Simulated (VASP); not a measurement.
# Sr8HfZr7O24: single point with PBEsol

Sr8HfZr7O24:

```
Sr Zr Hf O
1.0
     8.17128    0.00000    0.00000
     0.00000    8.17128    0.00000
     0.00000    0.00000    8.17128
Sr Zr Hf O
8 7 1 24
Direct
  0.00030 0.98796 0.01884
  0.00087 0.98149 0.51143
  0.00077 0.48177 0.01272
  0.00028 0.48868 0.51882
  0.50026 0.01176 0.98159
  0.49976 0.01867 0.48768
  0.49967 0.51897 0.98898
  0.50022 0.51249 0.48154
  0.25026 0.25022 0.25021
  0.25027 0.25022 0.75021
  0.25027 0.75022 0.75021
  0.75026 0.25022 0.25021
  0.75026 0.25022 0.75021
  0.75027 0.75023 0.25020
  0.75027 0.75022 0.75020
  0.25026 0.75022 0.25020
  0.20894 0.21432 0.00034
  0.29159 0.28613 0.50009
  0.28961 0.78602 0.00095
  0.21094 0.71442 0.49947
  0.79140 0.21356 0.00037
  0.70914 0.28689 0.50004
  0.71075 0.78706 0.00011
  0.78980 0.71339 0.50030
  0.00040 0.29755 0.27983
  0.00022 0.22101 0.70138
  0.00105 0.72204 0.20375
  0.00040 0.79888 0.77803
  0.50014 0.20290 0.22058
  0.50031 0.27944 0.79905
  0.49949 0.77841 0.29666
  0.50013 0.70157 0.72237
  0.21098 0.99924 0.28552
  0.29161 0.00031 0.71482
  0.28957 0.50120 0.21490
  0.20892 0.50014 0.78560
  0.79013 0.00010 0.28760
  0.70897 0.00030 0.71324
  0.71042 0.50036 0.21281
  0.79155 0.50016 0.78718
```

| Property | Result |
| --- | --- |
| Program | VASP 6.6.1 |
| Task | single point |
| Functional | PBEsol |
| Potentials or basis | VASP PAW PBE potentials, release 64 (Sr_sv, Zr_sv, Hf_pv, O) |
| Cutoff | 520 eV |
| k mesh | 1 × 1 × 1, shifted |
| Occupations | fermi-dirac, width 0.05 eV |
| Spin | no spin polarisation |

```yaml
Pressure: 0.3 GPa
Largest_force: 0.178 eV/Å
Band_gap_on_the_k_mesh: 4.34 eV, direct
```

Forces on the atoms (eV/Å):
```
Sr   0.020 -0.014  0.006
Sr  -0.013 -0.005  0.008
Sr  -0.013 -0.001  0.013
Sr   0.017 -0.009  0.001
Sr  -0.018  0.008  0.000
Sr   0.013  0.000 -0.012
Sr   0.014  0.005 -0.008
Sr  -0.018  0.014 -0.005
Zr  -0.001  0.000  0.000
Zr   0.000  0.000  0.000
Zr  -0.001  0.000  0.000
Zr   0.000  0.000  0.000
Zr   0.000  0.000  0.000
Zr   0.000  0.000  0.000
Zr   0.000 -0.001  0.000
Hf   0.001  0.001  0.001
O    0.007  0.031  0.004
O   -0.008 -0.028 -0.004
O   -0.031 -0.056  0.154
O    0.031  0.054 -0.155
O   -0.002 -0.005 -0.003
O    0.001  0.004  0.001
O    0.002  0.002  0.002
O    0.000 -0.003 -0.005
O   -0.013 -0.019 -0.005
O    0.012  0.006  0.021
O    0.168  0.021  0.048
O   -0.012 -0.020 -0.006
O    0.012  0.018  0.006
O   -0.013 -0.006 -0.021
O   -0.170 -0.020 -0.047
O    0.013  0.019  0.007
O    0.028 -0.155 -0.021
O   -0.002 -0.001 -0.004
O   -0.028  0.155  0.021
O    0.001  0.003  0.003
O   -0.006 -0.004 -0.032
O    0.006  0.002  0.032
O    0.006  0.003  0.032
O   -0.005 -0.001 -0.031
```

Stress tensor (GPa, compression positive):
```
-0.05 -0.01 -0.01
-0.01  0.49 -0.70
-0.01 -0.70  0.48
```

Levels at points of the mesh, in eV from the valence-band top:
| k point | band 157 | band 158 | band 159 | band 160 | band 161 | band 162 |
| --- | --- | --- | --- | --- | --- | --- |
| (0.25, 0.25, 0.25) | -0.06 | -0.05 | 0.00 | 4.34 | 4.44 | 4.48 |

It took 20 min on 1 thread of Intel(R) Xeon(R) Platinum 8259CL CPU @ 2.50GHz (Skylake/Cascade Lake), with other jobs on the host, peak memory 0.74 GiB.

Caveat: the k points lie up to 0.77 Å⁻¹ apart; the PAW data sets were made with another functional, which shifts forces and pressure a little; spin-orbit coupling is left out, which moves the levels of the heavy elements. A k mesh can miss the band edges.
